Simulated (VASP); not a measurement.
Set up this calculation in VASP 6.6.1, as the native input.

```yaml
Task: single point
Functional: r2SCAN
Potentials_or_basis: VASP PAW PBE potentials, release 64 (K_sv, Mg, F)
Cutoff: 520 eV
k_mesh: 4 × 4 × 4
Occupations: gaussian, width 0.01 eV
Spin: no spin polarisation
Dipole_correction: no
Further_INCAR_settings: ALGO = Normal; EDIFF = 1e-06; NBANDS = 24
```

Crystal: KMgF3.

```
CELL_PARAMETERS angstrom
3.90453 0.00000 0.00000
0.00000 3.90453 0.00000
0.00000 0.00000 3.90453
ATOMIC_POSITIONS crystal
K 0.50000 0.50000 0.50000
Mg 0.00000 0.00000 0.00000
F 0.50000 0.00000 0.00000
F 0.00000 0.50000 0.00000
F 0.00000 0.00000 0.50000
```

One way to write it, as run:

POSCAR

```
KMgF3
1.0
    3.9045322707      0.0000000000      0.0000000000
    0.0000000000      3.9045322707      0.0000000000
    0.0000000000      0.0000000000      3.9045322707
K Mg F
1 1 3
Direct
    0.5000000000      0.5000000000      0.5000000000
    0.0000000000      0.0000000000      0.0000000000
    0.5000000000      0.0000000000      0.0000000000
    0.0000000000      0.5000000000      0.0000000000
    0.0000000000      0.0000000000      0.5000000000
```

INCAR.step1

```
SYSTEM = KMgF3
  ALGO = Normal
  EDIFF = 1E-4
  ENCUT = 520
  GGA = PE
  ISMEAR = 0
  LASPH = .True.
  LCHARG = .False.
  LREAL = .False.
  LWAVE = .True.
  NBANDS = 24
  NELM = 60
  PREC = Accurate
  SIGMA = 0.01
```

INCAR.step2

```
SYSTEM = KMgF3
  ALGO = Normal
  EDIFF = 1E-6
  ENCUT = 520
  ISIF = 2
  ISMEAR = 0
  ISTART = 1
  LASPH = .True.
  LCHARG = .False.
  LMIXTAU = .True.
  LREAL = .False.
  LWAVE = .False.
  METAGGA = R2SCAN
  NBANDS = 24
  NELM = 60
  PREC = Accurate
  SIGMA = 0.01
```

KPOINTS

```
k-points
0
Gamma
  4 4 4
  0 0 0
```

Potentials or basis: VASP PAW PBE potentials, release 64 (K_sv, Mg, F).

Command:

```console
$ cat potpaw_PBE.64/K_sv/POTCAR potpaw_PBE.64/Mg/POTCAR potpaw_PBE.64/F/POTCAR > POTCAR
$ cp INCAR.step1 INCAR
$ mpirun -np 1 vasp_std > vasp.out
$ cp INCAR.step2 INCAR
$ mpirun -np 1 vasp_std > vasp.out
```

Results of the run:

```
Pressure               : 4.5 GPa
Band gap on the k mesh : 8.76 eV, indirect (least direct gap 9.08 eV)
```

Caveat: the PAW data sets were made with another functional, which shifts forces and pressure a little.

Run time: 75 s on 1 thread of AMD EPYC 9R45 (Zen 5) (shared host), peak memory 0.13 GiB.
